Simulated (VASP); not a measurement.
# Ag (P6_3/mmc) in VASP: a series of runs

The runs below take Ag through single point, with PBE.

Program: VASP 6.6.1. These are calculated values, not measurements. Logs are shortened: lines on timing, memory, paths and dates and some standing lists are left out, and cuts for length are marked.

## Step 1: The cell of the first run

It takes space group P6_3/mmc (No. 194, hexagonal). The conventional cell has a = 2.849 Å, b = 2.849 Å, c = 9.277 Å, α = 90.00°, β = 90.00°, γ = 120.00°. Ag (site symmetry -6m2) has 12 Ag at 2.84 to 2.85 Å within 3.7 Å. Within 3.7 Å of Ag (site symmetry -3m) lie 12 Ag at 2.84 to 2.85 Å.

This isn't the form of Ag at room conditions, which is fcc.

## Step 2: Single point, PBE (strain -0.030 along x and y, -0.030 along z)

Contents of INCAR:

```
SYSTEM = Ag
ALGO     = Fast           ! electronic algorithm
EDIFF    = 1E-7           ! SCF threshold, eV
ENCUT    = 520            ! plane-wave cutoff, eV
GGA      = PE             ! functional
ISIF     = 2              ! what is computed and relaxed
ISMEAR   = 0              ! smearing method
LASPH    = .TRUE.         ! aspherical terms in the spheres
LCHARG   = .TRUE.         ! write CHGCAR
LELF     = .TRUE.         ! ELF
LREAL    = .FALSE.        ! projectors in reciprocal space
LVHAR    = .TRUE.       
LWAVE    = .FALSE.        ! write WAVECAR
NBANDS   = 30             ! bands
NELM     = 100            ! most SCF steps
PREC     = Accurate       ! precision mode
SIGMA    = 0.15           ! smearing width, eV
```

Contents of KPOINTS:

```
k-points
0
G
  18 18 6
  0 0 0
```

Contents of POSCAR:

```
Ag
1.0
    2.8487129616      0.0000000000      0.0000000000
   -1.4243564808      2.4670577928      0.0000000000
    0.0000000000      0.0000000000      9.2766065346
Ag
4
Direct
    0.3333333333      0.6666666667      0.2500000000
    0.6666666667      0.3333333333      0.7500000000
    0.0000000000      0.0000000000      0.0000000000
    0.0000000000      0.0000000000      0.5000000000
```

Potentials or basis: VASP PAW PBE potentials, release 64 (Ag).

The run is started by

```console
> cat potpaw_PBE.64/Ag/POTCAR > POTCAR
> mpirun -np 1 vasp_std > vasp.out
```

OUTCAR:

```text
SYSTEM = Ag
   EDIFF = 1E-7
   ENCUT = 520
   GGA = PE
   ISIF = 2
   ISMEAR = 0
   LASPH = .TRUE.
   LREAL = .FALSE.
   NELM = 100
   PREC = Accurate

 ion  position               nearest neighbor table
   1  0.333  0.667  0.250-   3 2.84   4 2.84   3 2.84   4 2.84   3 2.84   4 2.84
   2  0.667  0.333  0.750-   3 2.84   4 2.84   3 2.84   4 2.84   3 2.84   4 2.84
   3  0.000  0.000  0.000-   1 2.84   2 2.84   1 2.84   2 2.84   2 2.84   1 2.84
   4  0.000  0.000  0.500-   1 2.84   2 2.84   1 2.84   2 2.84   2 2.84   1 2.84

  LATTYP: Found a hexagonal cell.
 ALAT       =     2.8487129616
 C/A-ratio  =     3.2564202360

  Lattice vectors:

 A1 = (   2.8487129616,   0.0000000000,   0.0000000000)
 A2 = (  -1.4243564808,   2.4670577928,   0.0000000000)
 A3 = (   0.0000000000,   0.0000000000,   9.2766065346)

Analysis of symmetry for initial positions (statically):
=====================================================================
 Subroutine PRICEL returns:
 Original cell was already a primitive cell.

 Routine SETGRP: Setting up the symmetry group for a
 hexagonal supercell.

 Subroutine GETGRP returns: Found 24 space group operations
 (whereof 12 operations were pure point group operations)
 out of a pool of 24 trial point group operations.

The static configuration has the point symmetry D_3d.
 The point group associated with its full space group is D_6h.

Analysis of symmetry for dynamics (positions and initial velocities):
=====================================================================
 Subroutine PRICEL returns:
 Original cell was already a primitive cell.

 Routine SETGRP: Setting up the symmetry group for a
 hexagonal supercell.

 Subroutine GETGRP returns: Found 24 space group operations
 (whereof 12 operations were pure point group operations)
 out of a pool of 24 trial point group operations.

The dynamic configuration has the point symmetry D_3d.
 The point group associated with its full space group is D_6h.

 Subroutine INISYM returns: Found 24 space group operations
 (whereof 12 operations are pure point group operations),
 and found     1 'primitive' translations

----------------------------------------------------------------------------------------

                                     Primitive cell

  volume of cell :      65.1954

  direct lattice vectors                    reciprocal lattice vectors
[... 86 lines left out ...]
   LNONCOLLINEAR =      F non collinear calculations
   LSORBIT =      F    spin-orbit coupling
   LASPH  =      T    aspherical Exc in radial PAW
   ENCUT  =  520.0 eV  38.22 Ry    6.18 a.u.   5.30  5.30 17.25*2*pi/ulx,y,z
   NELM   =    100;   NELMIN=  2; NELMDL= -5     # of ELM steps
   EDIFF  = 0.1E-06   stopping-criterion for ELM
   LREAL  =      F    real-space projection
   EDIFFG = 0.1E-05   stopping-criterion for IOM
   NSW    =      0    number of steps for IOM
   IBRION =     -1    ionic relax: 0-MD 1-quasi-New 2-CG
   NFREE  =      0    steps in history (QN), initial steepest desc. (CG)
   ISIF   =      2    stress and relaxation
   ISYM   =      2    0-nonsym 1-usesym 2-fastsym
   POTIM  = 0.5000    time-step for ionic-motion
   TEBEG  =    0.0;   TEEND  =   0.0 temperature during run
   PSTRESS=    0.0 pullay stress
   NELECT =      44.0000    total number of electrons
   NUPDOWN=      -1.0000    fix difference up-down
   EMIN   =  10.00;   EMAX   =-10.00  energy-range for DOS
   EFERMI =   0.00;   METHOD = LEGACY
   ISMEAR =     0;   SIGMA  =   0.15  broadening in eV -4-tet -1-fermi 0-gaus
   EFERMI_NEDOS =   21; number of points for ismear=-14 and -15
   IALGO  =     68    algorithm
   IMIX   =      4    mixing-type and parameters
     AMIX     =   0.40;   BMIX     =  1.00
     AMIX_MAG =   1.60;   BMIX_MAG =  1.00
  volume/ion in A,a.u.               =      16.30       109.99
  Fermi-wavevector in a.u.,A,eV,Ry     =   1.435996  2.713640 28.056377  2.062086
  Thomas-Fermi vector in A             =   2.555233
   LORBIT       =      0    0 simple, 1 ext, 2 COOP (PROOUT), +10 PAW based schemes
   GGA     = PE    functional components
   LHFCALC =     F    Hartree Fock is set to
   AEXX    =    0.0000 exact exchange contribution
   IVDW    =     0    specifies the selected vdW correction
   LEPSILON=     F    determine dielectric tensor
   LRPA    =     F    only Hartree local field effects (RPA)
 non-spin polarized calculation
 RMM-DIIS sequential band-by-band and
 Gauss-broadening in eV      SIGMA  =   0.15
  energy-cutoff  :      520.00
  volume of cell :       65.20
 maximum number of plane-waves:      1772
 NGX is ok and might be reduce to    24
   NGX = 11   NGY = 11   NGZ = 35

 number of electron      43.9999987 magnetization

 Free energy of the ion-electron system (eV)
  ---------------------------------------------------
  ext. energy  EPLUGINS =         0.00000000
  ---------------------------------------------------
  free energy    TOTEN  =       -10.68291523 eV

  energy without entropy =      -10.66981333  energy(sigma->0) =      -10.67636428

 E-fermi :   9.0596     XC(G=0): -12.4809

 val. band max:        9.0542673354   @ k =   0.5000   0.0000   0.3333
 cond. band min:       9.0818166947   @ k =   0.2778   0.0556   0.3333
 fundamental gap:      0.0275493593
 Fermi energy:         9.0595707612

 k-point     1 :       0.0000    0.0000    0.0000
  band No.  band energies     occupation
      1       0.9672      2.00000
      2       2.3836      2.00000
      3       2.4003      2.00000
      4       2.4070      2.00000
      5       4.0773      2.00000
      6       4.0773      2.00000
[... 781 lines left out ...]
     29      18.3260      0.00000
     30      19.4737      0.00000

 [... further k-points ...]
[... 5 lines left out ...]
  --------------------------------------------------------------------------------------
  -------------------------------------------------------------------------------------
  Total        4.2511838      4.2511838      4.4331163      0.0000000     -0.0000000      0.0000000
  in kB      104.4728186    104.4728186    108.9438091      0.0000000     -0.0000000      0.0000000
  external PRESSURE =     105.9631488 kB  Pullay stress =       0.0000000 kB

 VOLUME and BASIS-vectors are now :
 -----------------------------------------------------------------------------
  energy-cutoff  :      520.00
  volume of cell :       65.20
      direct lattice vectors                 reciprocal lattice vectors
     2.848712962  0.000000000  0.000000000     0.351035718  0.202670566  0.000000000
    -1.424356481  2.467057793  0.000000000     0.000000000  0.405341133  0.000000000
     0.000000000  0.000000000  9.276606535     0.000000000  0.000000000  0.107798040

 POSITION                                       TOTAL-FORCE (eV/Angst)
 -----------------------------------------------------------------------------------
     -0.00000      1.64471      2.31915        -0.000000      0.000000      0.000000
      1.42436      0.82235      6.95745        -0.000000      0.000000      0.000000
      0.00000      0.00000      0.00000         0.000000      0.000000      0.000000
      0.00000      0.00000      4.63830         0.000000      0.000000      0.000000
 -----------------------------------------------------------------------------------
    total drift:                               -0.000000      0.000000      0.000000

  FREE ENERGIE OF THE ION-ELECTRON SYSTEM (eV)
  ---------------------------------------------------
  free  energy   TOTEN  =       -10.6829152304 eV

  energy  without entropy=      -10.6698133297  energy(sigma->0) =      -10.67636428
```

stdout:

```text
POSCAR found type information on POSCAR Ag
 POSCAR found :  1 types and       4 ions
 scaLAPACK will be used
 LDA part: xc-table for (Slater+PW92), standard interpolation
 POSCAR, INCAR and KPOINTS ok, starting setup
 FFT: planning ... GRIDC
 FFT: planning ... GRID_SOFT
 FFT: planning ... GRID
 WAVECAR not read
 entering main loop
```

Wall time 6.1 min (1 thread of AMD EPYC 7R13 (Zen 3), shared host); peak memory 0.31 GiB.

Results:

```yaml
Free_energy: -10.6829 eV
Pressure: 10.6 GPa
Band_gap_on_the_k_mesh: zero (bands 22 and 23 overlap by 6.71 eV)
```

Stress tensor (GPa, compression positive):
```
10.45  0.00  0.00
 0.00 10.45  0.00
 0.00  0.00 10.89
```

Caveat: the cell differs from its parent crystal (strain -0.030 along x and y, -0.030 along z); the cell stands under pressure.

## Step 3: Single point, PBE (strain -0.030 along x and y, -0.015 along z)

Contents of INCAR:

```
PREC = Accurate ; ENCUT = 520
EDIFF = 1E-6 ; ISMEAR = 0
SIGMA = 0.15 ; LREAL = False
LASPH = True ; NELM = 60
ALGO = Fast ; ISIF = 2
LWAVE = False ; LCHARG = False
GGA = PE ; NBANDS = 30
```

Contents of KPOINTS:

```
Automatic mesh
0
Gamma
  18 18 6
```

POSCAR, as its differences from that of step 2:

```diff
@@ -4,3 +4,3 @@
    -1.4243564808      2.4670577928      0.0000000000
-    0.0000000000      0.0000000000      9.2766065346
+    0.0000000000      0.0000000000      9.4200592129
 Ag
```

Potentials or basis: VASP PAW PBE potentials, release 64 (Ag).

The run is started by

```console
> cat potpaw_PBE.64/Ag/POTCAR > POTCAR
> mpirun -np 1 vasp_std > vasp.out
```

It took 4.5 min on 1 thread of AMD EPYC 7R13 (Zen 3), shared host; peak memory 0.31 GiB.

The run converged. Its results:

- Free energy: -10.7409 eV
- Pressure: 8.5 GPa
- Band gap on the k mesh: zero (bands 22 and 23 overlap by 6.76 eV)

Stress tensor (GPa, compression positive):
```
8.96 0.00 0.00
0.00 8.96 0.00
0.00 0.00 7.43
```

Levels at points of the mesh, in eV from the Fermi level:
| k point | band 20 | band 21 | band 22 | band 23 | band 24 | band 25 |
| --- | --- | --- | --- | --- | --- | --- |
| (0.00, 0.00, 0.00) | -3.45 | -3.45 | -3.04 | -3.04 | -0.56 | 3.62 |
| (0.50, 0.00, 0.00) | -2.80 | -0.20 | 0.72 | 1.12 | 1.66 | 4.55 |
| (0.00, 0.00, 0.50) | -3.20 | -3.20 | -3.20 | -2.60 | -2.60 | 6.47 |
| (0.50, 0.00, 0.50) | -2.82 | 0.27 | 0.27 | 1.49 | 1.49 | 4.93 |

Caveat: the cell differs from its parent crystal (strain -0.030 along x and y, -0.015 along z); the cell stands under pressure.

## Step 4: Single point, PBE (strain -0.030 along x and y, +0.000 along z)

Contents of INCAR:

```
ALGO = Fast
EDIFF = 1E-6
ENCUT = 520
GGA = PE
ISIF = 2
ISMEAR = 0
LASPH = T
LCHARG = T
LELF = T
LREAL = F
LVHAR = T
LWAVE = F
NBANDS = 30
NELM = 60
PREC = Accurate
SIGMA = 0.15
```

Contents of KPOINTS:

```
k-points
0
Gamma
  18 18 6
```

POSCAR, as its differences from that of step 3:

```diff
@@ -4,3 +4,3 @@
    -1.4243564808      2.4670577928      0.0000000000
-    0.0000000000      0.0000000000      9.4200592129
+    0.0000000000      0.0000000000      9.5635118913
 Ag
```

Potentials or basis: VASP PAW PBE potentials, release 64 (Ag).

The run is started by

```console
> cat potpaw_PBE.64/Ag/POTCAR > POTCAR
> mpirun -np 1 vasp_std > vasp.out
```

OUTCAR:

```text
EDIFF = 1E-6
   ENCUT = 520
   GGA = PE
   ISIF = 2
   ISMEAR = 0
   LASPH = T
   LREAL = F
   NELM = 60
   PREC = Accurate

 ion  position               nearest neighbor table
   1  0.333  0.667  0.250-   3 2.90   4 2.90   3 2.90   4 2.90   3 2.90   4 2.90
   2  0.667  0.333  0.750-   3 2.90   4 2.90   3 2.90   4 2.90   3 2.90   4 2.90
   3  0.000  0.000  0.000-   1 2.90   2 2.90   1 2.90   2 2.90   2 2.90   1 2.90
   4  0.000  0.000  0.500-   1 2.90   2 2.90   1 2.90   2 2.90   2 2.90   1 2.90

  LATTYP: Found a hexagonal cell.
 ALAT       =     2.8487129616
 C/A-ratio  =     3.3571342639

  Lattice vectors:

 A1 = (   2.8487129616,   0.0000000000,   0.0000000000)
 A2 = (  -1.4243564808,   2.4670577928,   0.0000000000)
 A3 = (   0.0000000000,   0.0000000000,   9.5635118913)

Analysis of symmetry for initial positions (statically):
=====================================================================
 Subroutine PRICEL returns:
 Original cell was already a primitive cell.

 Routine SETGRP: Setting up the symmetry group for a
 hexagonal supercell.

 Subroutine GETGRP returns: Found 24 space group operations
 (whereof 12 operations were pure point group operations)
 out of a pool of 24 trial point group operations.

The static configuration has the point symmetry D_3d.
 The point group associated with its full space group is D_6h.

Analysis of symmetry for dynamics (positions and initial velocities):
=====================================================================
 Subroutine PRICEL returns:
 Original cell was already a primitive cell.

 Routine SETGRP: Setting up the symmetry group for a
 hexagonal supercell.

 Subroutine GETGRP returns: Found 24 space group operations
 (whereof 12 operations were pure point group operations)
[... 117 lines left out ...]
   PSTRESS=    0.0 pullay stress
   NELECT =      44.0000    total number of electrons
   NUPDOWN=      -1.0000    fix difference up-down
   EMIN   =  10.00;   EMAX   =-10.00  energy-range for DOS
   EFERMI =   0.00;   METHOD = LEGACY
   ISMEAR =     0;   SIGMA  =   0.15  broadening in eV -4-tet -1-fermi 0-gaus
   EFERMI_NEDOS =   21; number of points for ismear=-14 and -15
   IALGO  =     68    algorithm
   IMIX   =      4    mixing-type and parameters
     AMIX     =   0.40;   BMIX     =  1.00
     AMIX_MAG =   1.60;   BMIX_MAG =  1.00
  volume/ion in A,a.u.               =      16.80       113.39
  Fermi-wavevector in a.u.,A,eV,Ry     =   1.421490  2.686227 27.492406  2.020635
  Thomas-Fermi vector in A             =   2.542294
   LORBIT       =      0    0 simple, 1 ext, 2 COOP (PROOUT), +10 PAW based schemes
   GGA     = PE    functional components
   LHFCALC =     F    Hartree Fock is set to
   AEXX    =    0.0000 exact exchange contribution
   IVDW    =     0    specifies the selected vdW correction
   LEPSILON=     F    determine dielectric tensor
   LRPA    =     F    only Hartree local field effects (RPA)
 non-spin polarized calculation
 RMM-DIIS sequential band-by-band and
 Gauss-broadening in eV      SIGMA  =   0.15
  energy-cutoff  :      520.00
  volume of cell :       67.21
 maximum number of plane-waves:      1832
 NGX is ok and might be reduce to    24
   NGX = 11   NGY = 11   NGZ = 35

 number of electron      43.9999984 magnetization

 Free energy of the ion-electron system (eV)
  ---------------------------------------------------
  ext. energy  EPLUGINS =         0.00000000
  ---------------------------------------------------
  free energy    TOTEN  =       -10.77834107 eV

  energy without entropy =      -10.76468949  energy(sigma->0) =      -10.77151528

 E-fermi :   8.6178     XC(G=0): -12.2962

 val. band max:        8.6019993660   @ k =   0.4444   0.0556   0.3333
 cond. band min:       8.6315245061   @ k =   0.3889   0.0556   0.0000
 fundamental gap:      0.0295251401
 Fermi energy:         8.6178234795

 k-point     1 :       0.0000    0.0000    0.0000
  band No.  band energies     occupation
      1       0.7590      2.00000
      2       2.0753      2.00000
      3       2.0821      2.00000
      4       2.1175      2.00000
      5       3.6531      2.00000
      6       3.7805      2.00000
[... 781 lines left out ...]
     29      18.0085      0.00000
     30      18.7150      0.00000

 [... further k-points ...]
[... 5 lines left out ...]
  --------------------------------------------------------------------------------------
  -------------------------------------------------------------------------------------
  Total        3.2118489      3.2118489      1.8440997      0.0000000      0.0000000     -0.0000000
  in kB       76.5632338     76.5632338     43.9591775      0.0000000      0.0000000     -0.0000000
  external PRESSURE =      65.6952150 kB  Pullay stress =       0.0000000 kB

 VOLUME and BASIS-vectors are now :
 -----------------------------------------------------------------------------
  energy-cutoff  :      520.00
  volume of cell :       67.21
      direct lattice vectors                 reciprocal lattice vectors
     2.848712962  0.000000000  0.000000000     0.351035718  0.202670566  0.000000000
    -1.424356481  2.467057793  0.000000000     0.000000000  0.405341133  0.000000000
     0.000000000  0.000000000  9.563511891     0.000000000  0.000000000  0.104564099

 POSITION                                       TOTAL-FORCE (eV/Angst)
 -----------------------------------------------------------------------------------
     -0.00000      1.64471      2.39088        -0.000000      0.000000     -0.000000
      1.42436      0.82235      7.17263         0.000000     -0.000000      0.000000
      0.00000      0.00000      0.00000         0.000000      0.000000      0.000000
      0.00000      0.00000      4.78176         0.000000      0.000000      0.000000
 -----------------------------------------------------------------------------------
    total drift:                               -0.000000      0.000000      0.000000

  FREE ENERGIE OF THE ION-ELECTRON SYSTEM (eV)
  ---------------------------------------------------
  free  energy   TOTEN  =       -10.7783410726 eV

  energy  without entropy=      -10.7646894879  energy(sigma->0) =      -10.77151528
```

stdout:

```text
POSCAR found type information on POSCAR Ag
 POSCAR found :  1 types and       4 ions
 scaLAPACK will be used
 LDA part: xc-table for (Slater+PW92), standard interpolation
 POSCAR, INCAR and KPOINTS ok, starting setup
 FFT: planning ... GRIDC
 FFT: planning ... GRID_SOFT
 FFT: planning ... GRID
 WAVECAR not read
 entering main loop
```

Run time: 4.6 min. Hardware: 1 thread of AMD EPYC 7R13 (Zen 3), shared host; peak memory 0.32 GiB.

Results:

```
Free energy            : -10.7783 eV
Pressure               : 6.6 GPa
Band gap on the k mesh : zero (bands 22 and 23 overlap by 6.81 eV)
```

Levels at points of the mesh, in eV from the Fermi level:
| k point | band 18 | band 19 | band 20 | band 21 | band 22 | band 23 | band 24 | band 25 | band 26 | band 27 |
| --- | --- | --- | --- | --- | --- | --- | --- | --- | --- | --- |
| (0.00, 0.00, 0.00) | -3.60 | -3.60 | -3.43 | -3.43 | -3.04 | -3.04 | -0.62 | 3.33 | 10.67 | 10.69 |
| (0.50, 0.00, 0.00) | -2.81 | -2.81 | -2.78 | -0.14 | 0.75 | 1.14 | 1.68 | 4.51 | 4.55 | 7.37 |
| (0.00, 0.00, 0.50) | -3.79 | -3.19 | -3.19 | -3.19 | -3.19 | -2.63 | -2.63 | 6.13 | 6.13 | 14.97 |
| (0.50, 0.00, 0.50) | -2.88 | -2.79 | -2.79 | 0.31 | 0.31 | 1.51 | 1.51 | 4.86 | 4.86 | 6.49 |

Caveat: the cell differs from its parent crystal (strain -0.030 along x and y, +0.000 along z); the cell stands under pressure.

## Step 5: Overview

| cell | further INCAR settings | gap on the mesh (eV) | pressure (GPa) |
| --- | --- | --- | --- |
| a = 2.849, b = 2.849, c = 9.277 Å, angles 90.0, 90.0, 120.0°, 4 atoms | ALGO = Fast; EDIFF = 1e-07; NBANDS = 30 | none | 10.6 |
| a = 2.849, b = 2.849, c = 9.420 Å, angles 90.0, 90.0, 120.0°, 4 atoms | ALGO = Fast; EDIFF = 1e-06; NBANDS = 30 | none | 8.5 |
| a = 2.849, b = 2.849, c = 9.564 Å, angles 90.0, 90.0, 120.0°, 4 atoms | ALGO = Fast; EDIFF = 1e-06; NBANDS = 30 | none | 6.6 |

Alike in all rows: task single point; level PBE; potentials or basis VASP PAW PBE potentials, release 64 (Ag); no spin polarisation; k mesh 18 × 18 × 6; cutoff (eV) 520; smearing gaussian 0.15 eV.

Caveats: the cell stands under pressure.

Absolute energies hang on the potentials; compare differences alone.

The gap in the log of VASP goes by the Fermi energy; the results here count the filled bands.